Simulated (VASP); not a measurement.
# Ca in VASP: further runs

The runs below take Ca through single point, with PBE.

All numbers are computed with VASP 6.6.1; they aren't measurements. Logs are shortened: lines on timing, memory, paths and dates and some standing lists are left out, and cuts for length are marked.

### 1 The cell of the first run

It takes space group P-3m1 (No. 164, trigonal). The conventional cell has a = 4.078 Å, b = 4.078 Å, c = 6.093 Å, α = 90.00°, β = 90.00°, γ = 120.00°. Within 5.0 Å of Ca (site symmetry 3m) lie 12 Ca at 3.81 to 4.08 Å.

### 2 Single point, PBE (strained and its atoms moved)

INCAR reads:

```
SYSTEM = Ca
  PREC = Accurate
  ENCUT = 520
  EDIFF = 1E-7
  ISMEAR = 0
  SIGMA = 0.1
  LREAL = .False.
  LASPH = .True.
  NELM = 80
  ALGO = Fast
  ISIF = 2
  LWAVE = .False.
  LCHARG = .False.
  GGA = PE
  NBANDS = 17
```

KPOINTS reads:

```
regular mesh
0
Gamma
  12 12 6
  0 0 0
```

POSCAR reads:

```
Ca
1.0
    4.0775891088      0.0000000000      0.0000000000
   -2.0387945544      3.5312957545      0.0000000000
    0.0000000000      0.0000000000      6.0930704000
Ca
2
Direct
    0.3333333333      0.6666666667      0.2453987730
    0.6666666667      0.3333333333      0.7546012270
```

Potentials or basis: VASP PAW PBE potentials, release 64 (Ca_sv).

Run with:

```
> cat potpaw_PBE.64/Ca_sv/POTCAR > POTCAR
> mpirun -np 1 vasp_std > vasp.out
```

OUTCAR:

```text
SYSTEM = Ca
   PREC = Accurate
   ENCUT = 520
   EDIFF = 1E-7
   ISMEAR = 0
   LREAL = .False.
   LASPH = .True.
   NELM = 80
   ISIF = 2
   GGA = PE

 ion  position               nearest neighbor table
   1  0.333  0.667  0.245-
   2  0.667  0.333  0.755-

  LATTYP: Found a hexagonal cell.
 ALAT       =     4.0775891088
 C/A-ratio  =     1.4942825865

  Lattice vectors:

 A1 = (   4.0775891088,   0.0000000000,   0.0000000000)
 A2 = (  -2.0387945544,   3.5312957545,   0.0000000000)
 A3 = (   0.0000000000,   0.0000000000,   6.0930704000)

Analysis of symmetry for initial positions (statically):
=====================================================================
 Subroutine PRICEL returns:
 Original cell was already a primitive cell.

 Routine SETGRP: Setting up the symmetry group for a
 hexagonal supercell.

 Subroutine GETGRP returns: Found 12 space group operations
 (whereof 12 operations were pure point group operations)
 out of a pool of 24 trial point group operations.

The static configuration has the point symmetry D_3d.

Analysis of symmetry for dynamics (positions and initial velocities):
=====================================================================
 Subroutine PRICEL returns:
 Original cell was already a primitive cell.

 Routine SETGRP: Setting up the symmetry group for a
 hexagonal supercell.

 Subroutine GETGRP returns: Found 12 space group operations
 (whereof 12 operations were pure point group operations)
 out of a pool of 24 trial point group operations.

The dynamic configuration has the point symmetry D_3d.

 Subroutine INISYM returns: Found 12 space group operations
 (whereof 12 operations are pure point group operations),
 and found     1 'primitive' translations

----------------------------------------------------------------------------------------

                                     Primitive cell

  volume of cell :      87.7352

  direct lattice vectors                    reciprocal lattice vectors
     4.077589109  0.000000000  0.000000000     0.245242954  0.141591086  0.000000000
    -2.038794554  3.531295754  0.000000000     0.000000000  0.283182172  0.000000000
     0.000000000  0.000000000  6.093070400     0.000000000  0.000000000  0.164120868

  length of vectors
     4.077589109  4.077589109  6.093070400     0.283182172  0.283182172  0.164120868

  position of ions in fractional coordinates (direct lattice)
     0.333333333  0.666666667  0.245398773
     0.666666667  0.333333333  0.754601227

  ion indices of the primitive-cell ions
   primitive index   ion index
                 1           1
                 2           2

----------------------------------------------------------------------------------------

 KPOINTS: regular mesh

Automatic generation of k-mesh.
 Grid dimensions read from file:
 generate k-points for:   12   12    6

 Generating k-lattice:

  Cartesian coordinates                     Fractional coordinates (reciprocal lattice)
     0.020436913  0.011799257  0.000000000     0.083333333  0.000000000  0.000000000
     0.000000000  0.023598514  0.000000000     0.000000000  0.083333333  0.000000000
     0.000000000  0.000000000  0.027353478     0.000000000  0.000000000  0.166666667

  Length of vectors
     0.023598514  0.023598514  0.027353478

  Shift w.r.t. Gamma in fractional coordinates (k-lattice)
     0.000000000  0.000000000  0.000000000

 Subroutine IBZKPT returns following result:
 ===========================================

 Found    100 irreducible k-points:

 Following reciprocal coordinates:
            Coordinates               Weight
  0.000000  0.000000  0.000000      1.000000
  0.083333 -0.000000  0.000000      6.000000
  0.166667 -0.000000  0.000000      6.000000
  0.250000 -0.000000  0.000000      6.000000
  0.333333 -0.000000  0.000000      6.000000
  0.416667 -0.000000  0.000000      6.000000
[... 16 lines left out ...]
  0.166667 -0.000000  0.166667      6.000000
  0.000000  0.166667  0.166667      6.000000
 [... further k-points ...]
   k-points           NKPTS =    100   k-points in BZ     NKDIM =    100   number of bands    NBANDS=     17
   number of dos      NEDOS =    301   number of ions     NIONS =      2
   total plane-waves  NPLWV =  43200
   dimension x,y,z NGX =    30 NGY =   30 NGZ =   48
   dimension x,y,z NGXF=    60 NGYF=   60 NGZF=   96
   ions per type =               2
   NGX,Y,Z   is equivalent  to a cutoff of  12.23, 12.23, 13.10 a.u.
   NGXF,Y,Z  is equivalent  to a cutoff of  24.46, 24.46, 26.19 a.u.
 SYSTEM =  Ca
   PREC   = accura    normal or accurate (medium, high low for compatibility)
   ISTART =      0    job   : 0-new  1-cont  2-samecut
   ICHARG =      2    charge: 1-file 2-atom 10-const
   ISPIN  =      1    spin polarized calculation?
   LNONCOLLINEAR =      F non collinear calculations
   LSORBIT =      F    spin-orbit coupling
   LASPH  =      T    aspherical Exc in radial PAW
   ENCUT  =  520.0 eV  38.22 Ry    6.18 a.u.   7.58  7.58 11.33*2*pi/ulx,y,z
   NELM   =     80;   NELMIN=  2; NELMDL= -5     # of ELM steps
   EDIFF  = 0.1E-06   stopping-criterion for ELM
   LREAL  =      F    real-space projection
   EDIFFG = 0.1E-05   stopping-criterion for IOM
   NSW    =      0    number of steps for IOM
   IBRION =     -1    ionic relax: 0-MD 1-quasi-New 2-CG
   NFREE  =      0    steps in history (QN), initial steepest desc. (CG)
   ISIF   =      2    stress and relaxation
   ISYM   =      2    0-nonsym 1-usesym 2-fastsym
   POTIM  = 0.5000    time-step for ionic-motion
   TEBEG  =    0.0;   TEEND  =   0.0 temperature during run
   PSTRESS=    0.0 pullay stress
   NELECT =      20.0000    total number of electrons
   NUPDOWN=      -1.0000    fix difference up-down
   EMIN   =  10.00;   EMAX   =-10.00  energy-range for DOS
   EFERMI =   0.00;   METHOD = LEGACY
   ISMEAR =     0;   SIGMA  =   0.10  broadening in eV -4-tet -1-fermi 0-gaus
   EFERMI_NEDOS =   21; number of points for ismear=-14 and -15
   IALGO  =     68    algorithm
   IMIX   =      4    mixing-type and parameters
     AMIX     =   0.40;   BMIX     =  1.00
     AMIX_MAG =   1.60;   BMIX_MAG =  1.00
  volume/ion in A,a.u.               =      43.87       296.03
  Fermi-wavevector in a.u.,A,eV,Ry     =   1.000062  1.889843 13.607512  1.000124
  Thomas-Fermi vector in A             =   2.132394
   LORBIT       =      0    0 simple, 1 ext, 2 COOP (PROOUT), +10 PAW based schemes
   GGA     = PE    functional components
   LHFCALC =     F    Hartree Fock is set to
   AEXX    =    0.0000 exact exchange contribution
   IVDW    =     0    specifies the selected vdW correction
   LEPSILON=     F    determine dielectric tensor
   LRPA    =     F    only Hartree local field effects (RPA)
 non-spin polarized calculation
 RMM-DIIS sequential band-by-band and
 Gauss-broadening in eV      SIGMA  =   0.10
  energy-cutoff  :      520.00
  volume of cell :       87.74
 maximum number of plane-waves:      2389
   NGX = 15   NGY = 15   NGZ = 23

 number of electron      20.0000000 magnetization

 Free energy of the ion-electron system (eV)
  ---------------------------------------------------
  ext. energy  EPLUGINS =         0.00000000
  ---------------------------------------------------
  free energy    TOTEN  =        -3.80877941 eV

  energy without entropy =       -3.79605386  energy(sigma->0) =       -3.80241663

 E-fermi :   1.8873     XC(G=0):  -7.6132

 val. band max:        1.8786451212   @ k =   0.4167   0.0833   0.3333
 cond. band min:       1.8980397565   @ k =   0.3333   0.2500   0.0000
 fundamental gap:      0.0193946352
 Fermi energy:         1.8872546532

 k-point     1 :       0.0000    0.0000    0.0000
  band No.  band energies     occupation
      1     -40.2878      2.00000
      2     -40.2711      2.00000
      3     -21.3548      2.00000
      4     -21.2361      2.00000
      5     -21.2361      2.00000
      6     -21.2086      2.00000
[... 9 lines left out ...]
     16       4.4173      0.00000
     17       4.5151      0.00000

 k-point     2 :       0.0833   -0.0000    0.0000
  band No.  band energies     occupation
      1     -40.2872      2.00000
      2     -40.2710      2.00000
      3     -21.3520      2.00000
      4     -21.2405      2.00000
      5     -21.2378      2.00000
      6     -21.2133      2.00000
[... 9 lines left out ...]
     16       4.4525      0.00000
     17       4.5306      0.00000

 k-point     3 :       0.1667   -0.0000    0.0000
  band No.  band energies     occupation
      1     -40.2856      2.00000
      2     -40.2708      2.00000
      3     -21.3439      2.00000
      4     -21.2524      2.00000
      5     -21.2424      2.00000
      6     -21.2259      2.00000
[... 9 lines left out ...]
     16       4.2823      0.00000
     17       4.6462      0.00000

 k-point     4 :       0.2500   -0.0000    0.0000
  band No.  band energies     occupation
      1     -40.2832      2.00000
      2     -40.2708      2.00000
      3     -21.3317      2.00000
      4     -21.2689      2.00000
      5     -21.2484      2.00000
      6     -21.2428      2.00000
[... 9 lines left out ...]
     16       4.5927      0.00000
     17       4.9193      0.00000

 k-point     5 :       0.3333   -0.0000    0.0000
  band No.  band energies     occupation
      1     -40.2805      2.00000
      2     -40.2709      2.00000
      3     -21.3172      2.00000
      4     -21.2855      2.00000
      5     -21.2592      2.00000
      6     -21.2542      2.00000
[... 9 lines left out ...]
     16       5.0183      0.00000
     17       5.2551      0.00000

 k-point     6 :       0.4167   -0.0000    0.0000
  band No.  band energies     occupation
      1     -40.2782      2.00000
      2     -40.2714      2.00000
      3     -21.3040      2.00000
      4     -21.2978      2.00000
      5     -21.2706      2.00000
      6     -21.2584      2.00000
[... 9 lines left out ...]
     16       5.4572      0.00000
     17       5.5963      0.00000
[... 281 lines left out ...]
 k-point    21 :       0.0833   -0.0000    0.1667
  band No.  band energies     occupation
      1     -40.2861      2.00000
      2     -40.2721      2.00000
      3     -21.3430      2.00000
      4     -21.2386      2.00000
      5     -21.2359      2.00000
      6     -21.2220      2.00000
[... 9 lines left out ...]
     16       4.3371      0.00000
     17       4.7135      0.00000

 k-point    22 :       0.0000    0.0833    0.1667
  band No.  band energies     occupation
      1     -40.2861      2.00000
      2     -40.2721      2.00000
      3     -21.3430      2.00000
      4     -21.2384      2.00000
      5     -21.2360      2.00000
      6     -21.2224      2.00000
[... 9 lines left out ...]
     16       4.2945      0.00000
     17       4.7000      0.00000

 k-point    23 :       0.1667   -0.0000    0.1667
  band No.  band energies     occupation
      1     -40.2846      2.00000
      2     -40.2718      2.00000
      3     -21.3368      2.00000
      4     -21.2504      2.00000
      5     -21.2403      2.00000
      6     -21.2348      2.00000
[... 9 lines left out ...]
     16       4.4383      0.00000
     17       4.7683      0.00000

 k-point    24 :       0.0000    0.1667    0.1667
  band No.  band energies     occupation
      1     -40.2846      2.00000
      2     -40.2718      2.00000
      3     -21.3369      2.00000
      4     -21.2490      2.00000
      5     -21.2403      2.00000
      6     -21.2367      2.00000
[... 9 lines left out ...]
     16       4.3525      0.00000
     17       4.7583      0.00000

 [... further k-points ...]
[... 5 lines left out ...]
  --------------------------------------------------------------------------------------
  -------------------------------------------------------------------------------------
  Total       -0.6145679     -0.6145679      0.5550202      0.0000000      0.0000000      0.0000000
  in kB      -11.2229410    -11.2229410     10.1355108      0.0000000      0.0000000      0.0000000
  external PRESSURE =      -4.1034570 kB  Pullay stress =       0.0000000 kB

 VOLUME and BASIS-vectors are now :
 -----------------------------------------------------------------------------
  energy-cutoff  :      520.00
  volume of cell :       87.74
      direct lattice vectors                 reciprocal lattice vectors
     4.077589109  0.000000000  0.000000000     0.245242954  0.141591086  0.000000000
    -2.038794554  3.531295754  0.000000000     0.000000000  0.283182172  0.000000000
     0.000000000  0.000000000  6.093070400     0.000000000  0.000000000  0.164120868

 POSITION                                       TOTAL-FORCE (eV/Angst)
 -----------------------------------------------------------------------------------
     -0.00000      2.35420      1.49523        -0.000000     -0.000000      0.111543
      2.03879      1.17710      4.59784         0.000000      0.000000     -0.111543
 -----------------------------------------------------------------------------------
    total drift:                                0.000000     -0.000000      0.000000

  FREE ENERGIE OF THE ION-ELECTRON SYSTEM (eV)
  ---------------------------------------------------
  free  energy   TOTEN  =        -3.8087794054 eV

  energy  without entropy=       -3.7960538553  energy(sigma->0) =       -3.80241663
```

Wall time 5.2 min (1 thread of AMD EPYC 7R13, shared host); peak memory 0.25 GiB.

Results:

| Quantity | Value |
| --- | --- |
| Free energy | -3.8088 eV |
| Pressure | -0.4 GPa |
| Largest force | 0.112 eV/Å |
| Band gap on the k mesh | zero (band 10 reaches 2.05 eV, above the bottom of band 11 at 1.53 eV) |

Forces in eV/Å, atoms in the order of the input:
```
Ca   0.000  0.000  0.112
Ca   0.000  0.000 -0.112
```

Levels at points of the mesh, in eV from the Fermi level:
```
           k point  band 7  band 8  band 9  band 10  band 11  band 12  band 13  band 14
(0.00, 0.00, 0.00)  -23.10  -23.09   -4.04    -0.79     0.13     2.11     2.11     2.48
(0.50, 0.00, 0.00)  -23.13  -23.10   -1.32    -0.88     0.27     0.30     1.45     1.87
(0.00, 0.00, 0.50)  -23.11  -23.11   -2.95    -2.89     1.53     1.70     2.02     2.02
(0.50, 0.00, 0.50)  -23.12  -23.12   -0.74    -0.74    -0.03    -0.03     1.47     1.58
```

Caveat: the cell differs from its parent crystal (strained and its atoms moved).

### 3 Single point, PBE (strained and its atoms moved)

INCAR reads:

```
SYSTEM = Ca
  ALGO = Fast
  EDIFF = 1E-6
  ENCUT = 520
  GGA = PE
  ISIF = 2
  ISMEAR = 0
  LASPH = .True.
  LCHARG = .True.
  LELF = .True.
  LREAL = .False.
  LVHAR = .True.
  LWAVE = .False.
  NBANDS = 17
  NELM = 60
  PREC = Accurate
  SIGMA = 0.1
```

KPOINTS reads:

```
k-points
0
Gamma
  12 12 6
  0 0 0
```

POSCAR reads:

```
Ca
1.0
    3.8875839317     -0.0795999904      0.0120593985
   -2.0127275797      3.3269258055     -0.0120615655
    0.0197556000     -0.0114100000      6.3728436000
Ca
2
Direct
    0.3355162301      0.6644837699      0.2410916637
    0.6644837699      0.3355162301      0.7589083363
```

Potentials or basis: VASP PAW PBE potentials, release 64 (Ca_sv).

Run with:

```
> cat potpaw_PBE.64/Ca_sv/POTCAR > POTCAR
> mpirun -np 1 vasp_std > vasp.out
```

Wall time 10 min (1 thread of AMD EPYC 7R13, shared host); peak memory 0.38 GiB.

It converged, with:

- Free energy: -3.8318 eV
- Pressure: 0.8 GPa
- Largest force: 0.212 eV/Å
- Band gap on the k mesh: zero (band 10 reaches 2.36 eV, above the bottom of band 11 at 1.91 eV)

Forces on the atoms (eV/Å):
```
Ca   0.030 -0.017  0.209
Ca  -0.030  0.017 -0.209
```

Stress tensor (GPa, compression positive):
```
 0.56  0.51 -0.01
 0.51  1.15  0.01
-0.01  0.01  0.69
```

Levels at points of the mesh, in eV from the Fermi level:
```tsv
k point	band 7	band 8	band 9	band 10	band 11	band 12	band 13	band 14
(0.00, 0.00, 0.00)	-22.89	-22.89	-4.15	-1.12	-0.26	2.11	2.25	2.47
(0.50, 0.00, 0.00)	-22.92	-22.92	-1.07	-0.63	0.17	0.34	1.41	2.00
(0.50, 0.50, 0.00)	-22.92	-22.91	-1.24	-0.82	0.16	0.35	1.25	1.80
(0.00, 0.00, 0.50)	-22.90	-22.90	-3.18	-3.06	1.19	1.51	2.12	2.16
(0.50, 0.00, 0.50)	-22.93	-22.92	-0.69	-0.69	0.17	0.19	1.36	1.58
(0.50, 0.50, 0.50)	-22.93	-22.92	-0.83	-0.80	-0.01	0.03	1.31	1.47
```

Caveat: the cell differs from its parent crystal (strained and its atoms moved).
